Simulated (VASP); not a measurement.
# Bi (P6/mmm) in VASP: further runs

Runs on Bi. Level: PBE. Tasks: single point.

Everything below comes from runs of VASP 6.6.1. Logs are shortened: lines on timing, memory, paths and dates and some standing lists are left out, and cuts for length are marked.

**1. The cell of the first run**

It takes space group P6/mmm (No. 191, hexagonal). Conventional cell: a = 3.450 Å, b = 3.450 Å, c = 6.549 Å, α = 90.00°, β = 90.00°, γ = 120.00°. Bi (site symmetry 6mm) has 8 Bi at 3.26 to 3.45 Å within 4.3 Å.

**2. Single point, PBE**

INCAR

```
SYSTEM = Bi
ALGO     = Normal         ! electronic algorithm
EDIFF    = 1E-7           ! SCF threshold, eV
ENCUT    = 520            ! plane-wave cutoff, eV
GGA      = PE             ! functional
ISIF     = 2              ! what is computed and relaxed
ISMEAR   = 0              ! smearing method
LASPH    = .True.         ! aspherical terms in the spheres
LCHARG   = .False.        ! write CHGCAR
LREAL    = .False.        ! projectors in reciprocal space
LWAVE    = .False.        ! write WAVECAR
NBANDS   = 22             ! bands
NELM     = 60             ! most SCF steps
PREC     = Accurate       ! precision mode
SIGMA    = 0.1            ! smearing width, eV
```

KPOINTS

```
k-points
0
Gamma
  6 6 4
  0 0 0
```

POSCAR

```
Bi
1.0
    3.4495827120      0.0000000000      0.0000000000
   -1.7247913560      2.9874262610      0.0000000000
    0.0000000000      0.0000000000      6.5493075578
Bi
2
Direct
    0.0000000000      0.0000000000      0.7512597170
    0.0000000000      0.0000000000      0.2487402830
```

Potentials or basis: VASP PAW PBE potentials, release 64 (Bi_d).

On the command line:

```bash
$ cat potpaw_PBE.64/Bi_d/POTCAR > POTCAR
$ mpirun -np 1 vasp_std > vasp.out
```

OUTCAR:

```text
SYSTEM = Bi
   EDIFF = 1E-7
   ENCUT = 520
   GGA = PE
   ISIF = 2
   ISMEAR = 0
   LASPH = .True.
   LREAL = .False.
   NELM = 60
   PREC = Accurate

 ion  position               nearest neighbor table
   1  0.000  0.000  0.751-   2 3.26   2 3.29
   2  0.000  0.000  0.249-   1 3.26   1 3.29

  LATTYP: Found a hexagonal cell.
 ALAT       =     3.4495827120
 C/A-ratio  =     1.8985796557

  Lattice vectors:

 A1 = (   3.4495827120,   0.0000000000,   0.0000000000)
 A2 = (  -1.7247913560,   2.9874262610,   0.0000000000)
 A3 = (   0.0000000000,   0.0000000000,   6.5493075578)

Analysis of symmetry for initial positions (statically):
=====================================================================
 Subroutine PRICEL returns:
 Original cell was already a primitive cell.

 Routine SETGRP: Setting up the symmetry group for a
 hexagonal supercell.

 Subroutine GETGRP returns: Found 24 space group operations
 (whereof 24 operations were pure point group operations)
 out of a pool of 24 trial point group operations.

The static configuration has the point symmetry D_6h.

Analysis of symmetry for dynamics (positions and initial velocities):
=====================================================================
 Subroutine PRICEL returns:
 Original cell was already a primitive cell.

 Routine SETGRP: Setting up the symmetry group for a
 hexagonal supercell.

 Subroutine GETGRP returns: Found 24 space group operations
 (whereof 24 operations were pure point group operations)
 out of a pool of 24 trial point group operations.

The dynamic configuration has the point symmetry D_6h.

 Subroutine INISYM returns: Found 24 space group operations
 (whereof 24 operations are pure point group operations),
 and found     1 'primitive' translations

----------------------------------------------------------------------------------------

                                     Primitive cell

  volume of cell :      67.4931

  direct lattice vectors                    reciprocal lattice vectors
     3.449582712  0.000000000  0.000000000     0.289890136  0.167368148  0.000000000
    -1.724791356  2.987426261  0.000000000     0.000000000  0.334736296  0.000000000
     0.000000000  0.000000000  6.549307558     0.000000000  0.000000000  0.152687897

  length of vectors
     3.449582712  3.449582712  6.549307558     0.334736296  0.334736296  0.152687897

  position of ions in fractional coordinates (direct lattice)
     0.000000000  0.000000000  0.751259717
     0.000000000  0.000000000  0.248740283

  ion indices of the primitive-cell ions
   primitive index   ion index
                 1           1
                 2           2

----------------------------------------------------------------------------------------

 KPOINTS: k-points

Automatic generation of k-mesh.
 Grid dimensions read from file:
 generate k-points for:    6    6    4

 Generating k-lattice:

  Cartesian coordinates                     Fractional coordinates (reciprocal lattice)
     0.048315023  0.027894691  0.000000000     0.166666667  0.000000000  0.000000000
     0.000000000  0.055789383  0.000000000     0.000000000  0.166666667  0.000000000
     0.000000000  0.000000000  0.038171974     0.000000000  0.000000000  0.250000000

  Length of vectors
     0.055789383  0.055789383  0.038171974

  Shift w.r.t. Gamma in fractional coordinates (k-lattice)
     0.000000000  0.000000000  0.000000000

 Subroutine IBZKPT returns following result:
 ===========================================

 Found     21 irreducible k-points:

 Following reciprocal coordinates:
            Coordinates               Weight
  0.000000  0.000000  0.000000      1.000000
  0.166667  0.000000  0.000000      6.000000
  0.333333  0.000000  0.000000      6.000000
  0.500000  0.000000  0.000000      3.000000
  0.166667  0.166667  0.000000      6.000000
  0.333333  0.166667  0.000000     12.000000
[... 13 lines left out ...]
  0.333333  0.166667  0.500000     12.000000
  0.333333  0.333333  0.500000      2.000000
   k-points           NKPTS =     21   k-points in BZ     NKDIM =     21   number of bands    NBANDS=     22
   number of dos      NEDOS =    301   number of ions     NIONS =      2
   total plane-waves  NPLWV =  39200
   dimension x,y,z NGX =    28 NGY =   28 NGZ =   50
   dimension x,y,z NGXF=    56 NGYF=   56 NGZF=  100
   ions per type =               2
   NGX,Y,Z   is equivalent  to a cutoff of  13.49, 13.49, 12.69 a.u.
   NGXF,Y,Z  is equivalent  to a cutoff of  26.99, 26.99, 25.38 a.u.
 SYSTEM =  Bi
   PREC   = accura    normal or accurate (medium, high low for compatibility)
   ISTART =      0    job   : 0-new  1-cont  2-samecut
   ICHARG =      2    charge: 1-file 2-atom 10-const
   ISPIN  =      1    spin polarized calculation?
   LNONCOLLINEAR =      F non collinear calculations
   LSORBIT =      F    spin-orbit coupling
   LASPH  =      T    aspherical Exc in radial PAW
   ENCUT  =  520.0 eV  38.22 Ry    6.18 a.u.   6.41  6.41 12.18*2*pi/ulx,y,z
   NELM   =     60;   NELMIN=  2; NELMDL= -5     # of ELM steps
   EDIFF  = 0.1E-06   stopping-criterion for ELM
   LREAL  =      F    real-space projection
   EDIFFG = 0.1E-05   stopping-criterion for IOM
   NSW    =      0    number of steps for IOM
   IBRION =     -1    ionic relax: 0-MD 1-quasi-New 2-CG
   NFREE  =      0    steps in history (QN), initial steepest desc. (CG)
   ISIF   =      2    stress and relaxation
   ISYM   =      2    0-nonsym 1-usesym 2-fastsym
   POTIM  = 0.5000    time-step for ionic-motion
   TEBEG  =    0.0;   TEEND  =   0.0 temperature during run
   PSTRESS=    0.0 pullay stress
   NELECT =      30.0000    total number of electrons
   NUPDOWN=      -1.0000    fix difference up-down
   EMIN   =  10.00;   EMAX   =-10.00  energy-range for DOS
   EFERMI =   0.00;   METHOD = LEGACY
   ISMEAR =     0;   SIGMA  =   0.10  broadening in eV -4-tet -1-fermi 0-gaus
   EFERMI_NEDOS =   21; number of points for ismear=-14 and -15
   IALGO  =     38    algorithm
   IMIX   =      4    mixing-type and parameters
     AMIX     =   0.40;   BMIX     =  1.00
     AMIX_MAG =   1.60;   BMIX_MAG =  1.00
  volume/ion in A,a.u.               =      33.75       227.73
  Fermi-wavevector in a.u.,A,eV,Ry     =   1.249383  2.360991 21.238116  1.560957
  Thomas-Fermi vector in A             =   2.383426
   LORBIT       =      0    0 simple, 1 ext, 2 COOP (PROOUT), +10 PAW based schemes
   GGA     = PE    functional components
   LHFCALC =     F    Hartree Fock is set to
   AEXX    =    0.0000 exact exchange contribution
   IVDW    =     0    specifies the selected vdW correction
   LEPSILON=     F    determine dielectric tensor
   LRPA    =     F    only Hartree local field effects (RPA)
 non-spin polarized calculation
 Gauss-broadening in eV      SIGMA  =   0.10
  energy-cutoff  :      520.00
  volume of cell :       67.49
 maximum number of plane-waves:      1837
 NGX is ok and might be reduce to    28
   NGX = 13   NGY = 13   NGZ = 25

 number of electron      30.0000008 magnetization

 Free energy of the ion-electron system (eV)
  ---------------------------------------------------
  ext. energy  EPLUGINS =         0.00000000
  ---------------------------------------------------
  free energy    TOTEN  =        -7.63160373 eV

  energy without entropy =       -7.62312935  energy(sigma->0) =       -7.62736654

 E-fermi :   6.9166     XC(G=0):  -9.8365

 val. band max:        6.7395421680   @ k =   0.1667   0.1667   0.2500
 cond. band min:       6.9272387547   @ k =   0.3333   0.1667   0.5000
 fundamental gap:      0.1876965867
 Fermi energy:         6.9166085297

 k-point     1 :       0.0000    0.0000    0.0000
  band No.  band energies     occupation
      1     -16.1622      2.00000
      2     -16.0300      2.00000
      3     -16.0300      2.00000
      4     -16.0207      2.00000
      5     -16.0207      2.00000
      6     -15.9566      2.00000
[... 14 lines left out ...]
     21      16.3600      0.00000
     22      17.2027      0.00000

 k-point     2 :       0.1667    0.0000    0.0000
  band No.  band energies     occupation
      1     -16.1434      2.00000
      2     -16.0326      2.00000
      3     -16.0276      2.00000
      4     -15.9900      2.00000
      5     -15.9814      2.00000
      6     -15.9779      2.00000
[... 14 lines left out ...]
     21      14.7898      0.00000
     22      16.5803      0.00000

 k-point     3 :       0.3333    0.0000    0.0000
  band No.  band energies     occupation
      1     -16.1271      2.00000
      2     -16.0488      2.00000
      3     -16.0199      2.00000
      4     -16.0179      2.00000
      5     -15.9716      2.00000
      6     -15.9272      2.00000
[... 14 lines left out ...]
     21      15.3333      0.00000
     22      15.5007      0.00000

 k-point     4 :       0.5000    0.0000    0.0000
  band No.  band energies     occupation
      1     -16.1295      2.00000
      2     -16.0608      2.00000
      3     -16.0406      2.00000
      4     -16.0007      2.00000
      5     -15.9766      2.00000
      6     -15.9430      2.00000
[... 14 lines left out ...]
     21      15.1588      0.00000
     22      15.7014      0.00000

 k-point     5 :       0.1667    0.1667    0.0000
  band No.  band energies     occupation
      1     -16.1156      2.00000
      2     -16.0312      2.00000
      3     -16.0209      2.00000
      4     -16.0054      2.00000
      5     -15.9731      2.00000
      6     -15.9472      2.00000
[... 342 lines left out ...]
 k-point    19 :       0.1667    0.1667    0.5000
  band No.  band energies     occupation
      1     -16.0264      2.00000
      2     -16.0258      2.00000
      3     -16.0023      2.00000
      4     -15.9929      2.00000
      5     -15.9634      2.00000
      6     -15.9589      2.00000
[... 14 lines left out ...]
     21      16.2880      0.00000
     22      16.3158      0.00000

 k-point    20 :       0.3333    0.1667    0.5000
  band No.  band energies     occupation
      1     -16.0347      2.00000
      2     -16.0321      2.00000
      3     -15.9851      2.00000
      4     -15.9804      2.00000
      5     -15.9481      2.00000
      6     -15.9436      2.00000
[... 14 lines left out ...]
     21      15.4989      0.00000
     22      15.5158      0.00000

 k-point    21 :       0.3333    0.3333    0.5000
  band No.  band energies     occupation
      1     -15.9728      2.00000
      2     -15.9728      2.00000
      3     -15.9682      2.00000
      4     -15.9682      2.00000
      5     -15.9467      2.00000
      6     -15.9467      2.00000
[... 14 lines left out ...]
     21      13.6304      0.00000
     22      13.6304      0.00000

------------------------ aborting loop because EDIFF is reached ----------------------------------------

  FORCE on cell =-STRESS in cart. coord.  units (eV):
  Direction    XX          YY          ZZ          XY          YZ          ZX
  --------------------------------------------------------------------------------------
  -------------------------------------------------------------------------------------
  Total       -0.0658725     -0.0658725     -0.1567062      0.0000000     -0.0000000      0.0000000
  in kB       -1.5637071     -1.5637071     -3.7199540      0.0000000     -0.0000000      0.0000000
  external PRESSURE =      -2.2824561 kB  Pullay stress =       0.0000000 kB

 VOLUME and BASIS-vectors are now :
 -----------------------------------------------------------------------------
  energy-cutoff  :      520.00
  volume of cell :       67.49
      direct lattice vectors                 reciprocal lattice vectors
     3.449582712  0.000000000  0.000000000     0.289890136  0.167368148  0.000000000
    -1.724791356  2.987426261  0.000000000     0.000000000  0.334736296  0.000000000
     0.000000000  0.000000000  6.549307558     0.000000000  0.000000000  0.152687897

 POSITION                                       TOTAL-FORCE (eV/Angst)
 -----------------------------------------------------------------------------------
      0.00000      0.00000      4.92023         0.000000      0.000000     -0.016890
      0.00000      0.00000      1.62908        -0.000000     -0.000000      0.016890
 -----------------------------------------------------------------------------------
    total drift:                               -0.000000      0.000000     -0.000000

  FREE ENERGIE OF THE ION-ELECTRON SYSTEM (eV)
  ---------------------------------------------------
  free  energy   TOTEN  =        -7.6316037308 eV

  energy  without entropy=       -7.6231293533  energy(sigma->0) =       -7.62736654
```

It took 15 s on 1 thread of Intel Xeon Platinum 8488C (Sapphire Rapids), shared host; peak memory 0.18 GiB.

Results:

* Free energy: -7.6316 eV
* Pressure: -0.2 GPa
* Largest force: 0.017 eV/Å
* Band gap on the k mesh: zero (band 15 reaches 11.85 eV, above the bottom of band 16 at 4.37 eV)

Forces on the atoms (eV/Å):
```
Bi   0.000  0.000 -0.017
Bi   0.000  0.000  0.017
```

Stress tensor (GPa, compression positive):
```
-0.16  0.00  0.00
 0.00 -0.16  0.00
 0.00  0.00 -0.37
```

Caveat: spin-orbit coupling is left out, which moves the levels of the heavy elements.

**3. Single point, PBE**

This run uses another cell than the first one, of 37.71 Å³/atom, 1.117 times its volume.

INCAR

```
SYSTEM = Bi
PREC = Accurate
ENCUT = 520
EDIFF = 1E-6
ISMEAR = 0
SIGMA = 0.1
LREAL = .False.
LASPH = .True.
NELM = 80
ALGO = Normal
ISIF = 2
LWAVE = .False.
LCHARG = .False.
GGA = PE
NBANDS = 22
```

KPOINTS

```
Automatic mesh
0
Gamma
  6 6 4
  0 0 0
```

POSCAR

```
Bi
1.0
    3.5875145600      0.0000000000      0.0000000000
   -1.7937572800      3.1068787400      0.0000000000
    0.0000000000      0.0000000000      6.7658814000
Bi
2
Direct
    0.0000000000      0.0000000000      0.7531790000
    0.0000000000      0.0000000000      0.2468210000
```

Potentials or basis: VASP PAW PBE potentials, release 64 (Bi_d).

On the command line:

```bash
$ cat potpaw_PBE.64/Bi_d/POTCAR > POTCAR
$ mpirun -np 1 vasp_std > vasp.out
```

It took 14 s on 1 thread of Intel Xeon Platinum 8488C (Sapphire Rapids), shared host; peak memory 0.18 GiB.

Results (log left out):

```
Free energy            : -7.5078 eV
Pressure               : -4.4 GPa
Largest force          : 0.025 eV/Å
Band gap on the k mesh : zero (band 15 reaches 9.85 eV, above the bottom of band 16 at 3.52 eV)
```

Forces on the atoms (eV/Å):
```
Bi   0.000  0.000 -0.025
Bi   0.000  0.000  0.025
```

Stress tensor (GPa, compression positive):
```
-4.72  0.00  0.00
 0.00 -4.72  0.00
 0.00  0.00 -3.62
```

Levels at points of the mesh, in eV from the Fermi level:
```csv
k point,band 11,band 12,band 13,band 14,band 15,band 16,band 17,band 18,band 19,band 20
"(0.00, 0.00, 0.00)",-12.54,-11.03,-4.45,2.68,3.54,3.54,5.05,5.05,6.06,7.73
"(0.50, 0.00, 0.00)",-10.62,-9.14,-4.30,-2.70,-2.36,1.24,2.74,3.09,4.70,5.36
"(0.00, 0.00, 0.50)",-11.98,-11.87,-1.82,-1.65,4.15,4.15,4.26,4.26,7.71,7.83
"(0.50, 0.00, 0.50)",-10.07,-9.95,-3.68,-3.59,0.32,0.54,1.84,1.94,5.51,5.51
```

Caveat: spin-orbit coupling is left out, which moves the levels of the heavy elements.
